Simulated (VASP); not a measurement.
A run of VASP 6.6.1 is set up as follows.

INCAR

```
SYSTEM = I
ALGO = Normal
EDIFF = 1E-7
ENCUT = 520
GGA = PE
ISIF = 2
ISMEAR = 0
ISYM = 0
LASPH = .TRUE.
LCHARG = .TRUE.
LELF = .TRUE.
LREAL = .FALSE.
LVHAR = .TRUE.
LWAVE = .FALSE.
NBANDS = 10
NELM = 60
PREC = Accurate
SIGMA = 0.1
```

Contents of KPOINTS:

```
k-points
0
G
  5 3 7
  0 0 0
```

POSCAR

```
I
1.0
    2.5383465792     -3.7066249365      0.0000000000
    2.5383465792      3.7066249365      0.0000000000
   -1.6208748370      0.0000000000      2.3810977968
I
1
Direct
    0.5000000000      0.5000000000      0.5000000000
```

Potentials or basis: VASP PAW PBE potentials, release 64 (I).

Launch:

```bash
$ cat potpaw_PBE.64/I/POTCAR > POTCAR
$ mpirun -np 1 vasp_std > vasp.out
```

**Question.** What does it give for the pressure?

**Answer.** 0.9 GPa.

Stress tensor (GPa, compression positive):
```
 0.63  0.06 -0.99
 0.06  0.84 -0.05
-0.99 -0.05  1.19
```

Caveat: the k points lie up to 0.57 Å⁻¹ apart; an odd number of electrons without spin polarisation forces a metal; a magnetic or distorted state may lie lower.
